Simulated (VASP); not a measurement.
# AlNi2 (P-3m1) in VASP: a series of runs, part 2 of 2

VASP 6.6.1.

## 4. Single point, r2SCAN (strain +0.0375 x Voigt [1, 1, 0, 0, 0, 0])

The input, POSCAR:

```
AlNi2
1.0
    4.1278660609      0.0000000000      0.0000000000
   -2.0639330305      3.5748368722      0.0000000000
    0.0000000000      0.0000000000      4.9093310339
Al Ni
2 4
Direct
    0.3333333333      0.6666666667      0.1899341817
    0.6666666667      0.3333333333      0.8100658183
    0.3333333333      0.6666666667      0.6853320868
    0.6666666667      0.3333333333      0.3146679132
    0.0000000000      0.0000000000      0.5000000000
    0.0000000000      0.0000000000      0.0000000000
```

The input, INCAR.step1:

```
SYSTEM = AlNi2
PREC = Accurate
ENCUT = 520
ISMEAR = 0
SIGMA = 0.15
LREAL = .False.
LASPH = .True.
NELM = 60
NBANDS = 32
GGA = PE
ALGO = Normal
EDIFF = 1E-4
LWAVE = .True.
LCHARG = .False.
```

The input, INCAR.step2:

```
SYSTEM = AlNi2
PREC = Accurate
ENCUT = 520
EDIFF = 1E-6
ISMEAR = 0
SIGMA = 0.15
LREAL = .False.
LASPH = .True.
NELM = 60
ALGO = Normal
ISIF = 2
LWAVE = .False.
LCHARG = .False.
METAGGA = R2SCAN
LMIXTAU = .True.
NBANDS = 32
ISTART = 1
```

The input, KPOINTS:

```
regular mesh
0
Gamma
  12 12 10
  0 0 0
```

Potentials or basis: VASP PAW PBE potentials, release 64 (Al, Ni).

Launch:

```sh
cat potpaw_PBE.64/Al/POTCAR potpaw_PBE.64/Ni/POTCAR > POTCAR
cp INCAR.step1 INCAR
mpirun -np 1 vasp_std > vasp.out
cp INCAR.step2 INCAR
mpirun -np 1 vasp_std > vasp.out
```

OUTCAR:

```text
SYSTEM = AlNi2
   PREC = Accurate
   ENCUT = 520
   EDIFF = 1E-6
   ISMEAR = 0
   LREAL = .False.
   LASPH = .True.
   NELM = 60
   ISIF = 2
   METAGGA = R2SCAN
   ISTART = 1

 ion  position               nearest neighbor table
   1  0.333  0.667  0.190-   3 2.43   4 2.46   4 2.46   4 2.46   3 2.48   6 2.56   6 2.56   6 2.56
                             5 2.83   5 2.83   5 2.83   2 3.03   2 3.03   2 3.03
   2  0.667  0.333  0.810-   4 2.43   3 2.46   3 2.46   3 2.46   4 2.48   6 2.56   6 2.56   6 2.56
                             5 2.83   5 2.83   5 2.83   1 3.03   1 3.03   1 3.03
   3  0.333  0.667  0.685-   1 2.43   2 2.46   2 2.46   2 2.46   1 2.48   5 2.55   5 2.55   5 2.55
                             6 2.84   6 2.84   6 2.84   4 3.00   4 3.00   4 3.00
   4  0.667  0.333  0.315-   2 2.43   1 2.46   1 2.46   1 2.46   2 2.48   5 2.55   5 2.55   5 2.55
                             6 2.84   6 2.84   6 2.84   3 3.00   3 3.00   3 3.00
   5  0.000  0.000  0.500-   6 2.45   6 2.45   3 2.55   4 2.55   4 2.55   3 2.55   4 2.55   3 2.55
                             1 2.83   2 2.83   1 2.83   2 2.83   1 2.83   2 2.83
   6  0.000  0.000  0.000-   5 2.45   5 2.45   2 2.56   1 2.56   2 2.56   1 2.56   2 2.56   1 2.56
                             3 2.84   4 2.84   4 2.84   3 2.84   3 2.84   4 2.84

  LATTYP: Found a hexagonal cell.
 ALAT       =     4.1278660609
 C/A-ratio  =     1.1893145178

  Lattice vectors:

 A1 = (   4.1278660609,   0.0000000000,   0.0000000000)
 A2 = (  -2.0639330305,   3.5748368722,   0.0000000000)
 A3 = (   0.0000000000,   0.0000000000,   4.9093310339)

Analysis of symmetry for initial positions (statically):
=====================================================================
 Subroutine PRICEL returns:
 Original cell was already a primitive cell.

 Routine SETGRP: Setting up the symmetry group for a
 hexagonal supercell.

 Subroutine GETGRP returns: Found 12 space group operations
 (whereof 12 operations were pure point group operations)
 out of a pool of 24 trial point group operations.

The static configuration has the point symmetry D_3d.

Analysis of symmetry for dynamics (positions and initial velocities):
=====================================================================
[... 140 lines left out ...]
  Fermi-wavevector in a.u.,A,eV,Ry     =   1.407104  2.659040 26.938725  1.979940
  Thomas-Fermi vector in A             =   2.529397
   LORBIT       =      0    0 simple, 1 ext, 2 COOP (PROOUT), +10 PAW based schemes
   METAGGA = R2SCAN    functional components
   LHFCALC =     F    Hartree Fock is set to
   AEXX    =    0.0000 exact exchange contribution
   IVDW    =     0    specifies the selected vdW correction
   LEPSILON=     F    determine dielectric tensor
   LRPA    =     F    only Hartree local field effects (RPA)
 non-spin polarized calculation
 Gauss-broadening in eV      SIGMA  =   0.15
  energy-cutoff  :      520.00
  volume of cell :       72.44
 maximum number of plane-waves:      1986
 NGX is ok and might be reduce to    32
   NGX = 15   NGY = 15   NGZ = 19

 number of electron      45.9999995 magnetization

 Free energy of the ion-electron system (eV)
  ---------------------------------------------------
  ext. energy  EPLUGINS =         0.00000000
  ---------------------------------------------------
  free energy    TOTEN  =       -64.01766664 eV

  energy without entropy =      -63.97667242  energy(sigma->0) =      -63.99716953

 E-fermi :   8.9104     XC(G=0): -13.2085

 val. band max:        8.9065195655   @ k =  -0.0833   0.3333   0.3000
 cond. band min:       8.9105258348   @ k =   0.0000   0.2500   0.1000
 fundamental gap:      0.0040062694
 Fermi energy:         8.9103880691

 k-point     1 :       0.0000    0.0000    0.0000
  band No.  band energies     occupation
      1      -1.6686      2.00000
      2       3.8999      2.00000
      3       4.1053      2.00000
      4       5.2681      2.00000
      5       5.2681      2.00000
      6       5.7997      2.00000
[... 829 lines left out ...]
     31      15.3760      0.00000
     32      15.9952      0.00000

 [... further k-points ...]
[... 5 lines left out ...]
  --------------------------------------------------------------------------------------
  -------------------------------------------------------------------------------------
  Total       -6.7849342     -6.7849342     -2.3859731      0.0000000     -0.0000000      0.0000000
  in kB     -150.0555551   -150.0555551    -52.7681629      0.0000000     -0.0000000      0.0000000
  external PRESSURE =    -117.6264243 kB  Pullay stress =       0.0000000 kB

 VOLUME and BASIS-vectors are now :
 -----------------------------------------------------------------------------
  energy-cutoff  :      520.00
  volume of cell :       72.44
      direct lattice vectors                 reciprocal lattice vectors
     4.127866061  0.000000000  0.000000000     0.242255922  0.139866522  0.000000000
    -2.063933030  3.574836872  0.000000000     0.000000000  0.279733044  0.000000000
     0.000000000  0.000000000  4.909331034     0.000000000  0.000000000  0.203693740

 POSITION                                       TOTAL-FORCE (eV/Angst)
 -----------------------------------------------------------------------------------
     -0.00000      2.38322      0.93245        -0.000000      0.000000      0.030587
      2.06393      1.19161      3.97688         0.000000     -0.000000     -0.030587
     -0.00000      2.38322      3.36452        -0.000000      0.000000     -0.012275
      2.06393      1.19161      1.54481         0.000000      0.000000      0.012275
      0.00000      0.00000      2.45467        -0.000000      0.000000      0.000000
      0.00000      0.00000      0.00000        -0.000000      0.000000      0.000000
 -----------------------------------------------------------------------------------
    total drift:                               -0.000000      0.000000      0.000000

  FREE ENERGIE OF THE ION-ELECTRON SYSTEM (eV)
  ---------------------------------------------------
  free  energy   TOTEN  =       -64.0176666367 eV

  energy  without entropy=      -63.9766724166  energy(sigma->0) =      -63.99716953
```

OUTCAR.step1:

```text
SYSTEM = AlNi2
   PREC = Accurate
   ENCUT = 520
   ISMEAR = 0
   LREAL = .False.
   LASPH = .True.
[... 1084 lines left out ...]
      2.06393      1.19161      1.54481         0.000000      0.000000     -0.025831
      0.00000      0.00000      2.45467        -0.000000      0.000000      0.000000
      0.00000      0.00000      0.00000        -0.000000      0.000000      0.000000
 -----------------------------------------------------------------------------------
    total drift:                               -0.000000      0.000000      0.000000

  FREE ENERGIE OF THE ION-ELECTRON SYSTEM (eV)
  ---------------------------------------------------
  free  energy   TOTEN  =       -32.2993139904 eV

  energy  without entropy=      -32.2572392319  energy(sigma->0) =      -32.27827661
```

Wall time 28 min (1 thread of Intel Xeon 8259CL, shared host); peak memory 0.42 GiB.

What came out:

| Item | Value |
| --- | --- |
| Free energy | -64.0177 eV |
| Pressure | -11.8 GPa |
| Largest force | 0.031 eV/Å |
| Band gap on the k mesh | zero (bands 23 and 24 overlap by 4.20 eV) |

Forces in eV/Å, atoms in the order of the input:
```
Al   0.000  0.000  0.031
Al   0.000  0.000 -0.031
Ni   0.000  0.000 -0.012
Ni   0.000  0.000  0.012
Ni   0.000  0.000  0.000
Ni   0.000  0.000  0.000
```

Caveat: the cell differs from its parent crystal (strain +0.0375 x Voigt [1, 1, 0, 0, 0, 0]); the stress differs along the axes, from -15 to -5 GPa; the PAW data sets were made with another functional, which shifts forces and pressure a little. Spin polarisation is off, so any magnetic state and its effect on volume and gap are missing.

## 5. Overview

| cell | gap on the mesh (eV) | pressure (GPa) | largest force (eV/Å) |
| --- | --- | --- | --- |
| a = 3.382, b = 3.382, c = 4.909 Å, angles 90.0, 90.0, 120.0°, 6 atoms | none | 138.2 | 0.57 |
| a = 3.680, b = 3.680, c = 4.909 Å, angles 90.0, 90.0, 120.0°, 6 atoms | none | 44.2 | 0.15 |
| a = 4.128, b = 4.128, c = 4.909 Å, angles 90.0, 90.0, 120.0°, 6 atoms | none | -11.8 | 0.03 |

Alike in all rows: task single point; level r2SCAN; potentials or basis VASP PAW PBE potentials, release 64 (Al, Ni); no spin polarisation; k mesh 12 × 12 × 10; cutoff (eV) 520; smearing gaussian 0.15 eV.

Caveats: the PAW data sets were made with another functional, which shifts forces and pressure a little; the stress differs along the axes, from 76 to 169 GPa (at least some runs); the stress differs along the axes, from 21 to 56 GPa (at least some runs); the stress differs along the axes, from -15 to -5 GPa (at least some runs).

Total energies depend on the potentials used, so only differences within one code and one set of settings carry meaning.

The gap in the log of VASP goes by the Fermi energy; the results here count the filled bands.